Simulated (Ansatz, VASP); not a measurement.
## Two plane-wave programs on Te4Pt3

File INCAR:

```
SYSTEM = Te4Pt3
ALGO = Normal
EDIFF = 1E-6
ENCUT = 520
GGA = PS
ISIF = 2
ISMEAR = 0
LASPH = .TRUE.
LCHARG = .FALSE.
LREAL = .FALSE.
LWAVE = .FALSE.
NBANDS = 36
NELM = 100
PREC = Accurate
SIGMA = 0.1
```

The input KPOINTS:

```
k-points
0
G
  6 6 6
  0 0 0
```

POSCAR

```
Te4Pt3
1.0
    1.9940001493      1.1512365230     11.7966700000
   -1.9940001493      1.1512365230     11.7966700000
    0.0000000000     -2.3024730460     11.7966700000
Te Pt
4 3
Direct
    0.4430000000      0.4430000000      0.4430000000
    0.5570000000      0.5570000000      0.5570000000
    0.2950000000      0.2950000000      0.2950000000
    0.7050000000      0.7050000000      0.7050000000
    0.0000000000      0.0000000000      0.0000000000
    0.1460000000      0.1460000000      0.1460000000
    0.8540000000      0.8540000000      0.8540000000
```

Input for Ansatz:

```yaml
crystal:
  lattice:
    - [1.9940001493, 1.151236523, 11.79667]
    - [-1.9940001493, 1.151236523, 11.79667]
    - [0.0, -2.302473046, 11.79667]
  atoms:
    - { symbol: Te, position: [0.443, 0.443, 0.443] }
    - { symbol: Te, position: [0.557, 0.557, 0.557] }
    - { symbol: Te, position: [0.295, 0.295, 0.295] }
    - { symbol: Te, position: [0.705, 0.705, 0.705] }
    - { symbol: Pt, position: [0.0, 0.0, 0.0] }
    - { symbol: Pt, position: [0.146, 0.146, 0.146] }
    - { symbol: Pt, position: [0.854, 0.854, 0.854] }
basis:
  ecutwfc: 420
kpoints:
  mp_grid: { grid: [6, 6, 6] }
hamiltonian:
  xc: pbesol
scf:
  occupations: { method: gaussian, width: 0.1 }
output:
  forces: true
  stress: true
  eigenvalues: true
```

Alike in both runs: task single point; functional PBEsol; k mesh 6 × 6 × 6; occupations gaussian, width 0.1 eV; no spin polarisation.

|  | VASP | Ansatz |
| --- | --- | --- |
| version | VASP 6.6.1 | Ansatz 0.2.0 |
| potentials or method | VASP PAW PBE potentials, release 64 (Te, Pt), cutoff 520 eV | scalar-relativistic, plane waves, PAW |
| valence electrons in the cell | 54 | 118 |

|  | VASP | Ansatz | Ansatz less VASP |
| --- | --- | --- | --- |
| gap on the k mesh at the Fermi level (eV) | none | none | - |
| pressure (GPa) | -1.3 | -1.2 | +0.12 |
| traceless stress, the component that is largest in VASP (GPa) | -0.16 | -0.18 | -0.013 |
| rms of the force components (eV/Å) | 0.239 | 0.237 | -0.0024 |

VASP's potentials were made for PBE, not for PBEsol. Atom by atom the forces differ by 0.003 eV/Å (rms over components). A gap of «none» marks a metal or a gap that the smearing closes. With one functional, cell and mesh, what is left measures potentials, basis and numerics. VASP's potentials hold 54 valence electrons a cell and Ansatz's 118, so a difference there can come from the potentials and not from the codes.

Spin-orbit coupling is off throughout.
